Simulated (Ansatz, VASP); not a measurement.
Zr2Br: VASP beside Ansatz

Contents of INCAR:

```
  PREC = Accurate
  ENCUT = 600
  EDIFF = 1E-6
  ISMEAR = 0
  SIGMA = 0.1
  LREAL = False
  LASPH = True
  NELM = 60
  ALGO = Normal
  ISIF = 3
  LWAVE = False
  LCHARG = False
  GGA = PE
  IBRION = 2
  NSW = 100
  EDIFFG = -0.01
```

File KPOINTS:

```
Automatic mesh
0
Gamma
  12 12 12
```

The input POSCAR:

```
Zr2Br
1.0
    0.0000000000      3.2478141004      3.2478141004
    3.2478141004      0.0000000000      3.2478141004
    3.2478141004      3.2478141004      0.0000000000
Zr Br
2 1
Direct
    0.2500000000      0.2500000000      0.2500000000
    0.7500000000      0.7500000000      0.7500000000
    0.5000000000      0.5000000000      0.5000000000
```

Input for Ansatz:

```yaml
crystal:
  lattice:
    - [0.0, 3.2478141004, 3.2478141004]
    - [3.2478141004, 0.0, 3.2478141004]
    - [3.2478141004, 3.2478141004, 0.0]
  atoms:
    - { symbol: Zr, position: [0.25, 0.25, 0.25] }
    - { symbol: Zr, position: [0.75, 0.75, 0.75] }
    - { symbol: Br, position: [0.5, 0.5, 0.5] }
basis:
  ecutwfc: 420
kpoints:
  mp_grid: { grid: [12, 12, 12] }
hamiltonian:
  xc: pbe
scf:
  occupations: { method: gaussian, width: 0.1 }
output:
  forces: true
  stress: true
  eigenvalues: true
  write_density: true
  write_potential: true
  elf: true
  volumetric_format: npy
relax:
  adjacent_minimum: "off"
  f_tol: 0.01
  max_steps: 80
  cell: { stress_tol: 0.05 }
```

Alike in both runs: task relaxation of cell and atoms; functional PBE; k mesh 12 × 12 × 12; occupations gaussian, width 0.1 eV; no spin polarisation.

|  | VASP | Ansatz |
| --- | --- | --- |
| version | VASP 6.6.1 | Ansatz 0.2.0 |
| potentials or method | VASP PAW PBE potentials, release 64 (Zr_sv, Br), cutoff 600 eV | scalar-relativistic, plane waves, PAW |
| valence electrons in the cell | 31 | 31 |

```csv
,VASP,Ansatz,Ansatz less VASP
"gap on the k mesh at the Fermi level, each at its own relaxed structure (eV)",none,none,-
relaxed volume (Å³/atom),22.84,22.84,0.000
relaxed cell length with the largest relative difference (Å),4.593,4.593,0.0000
```

A gap of «none» marks a metal or a gap that the smearing closes.

Noted on VASP's run: the relaxation stopped at its first step, so nothing moved.
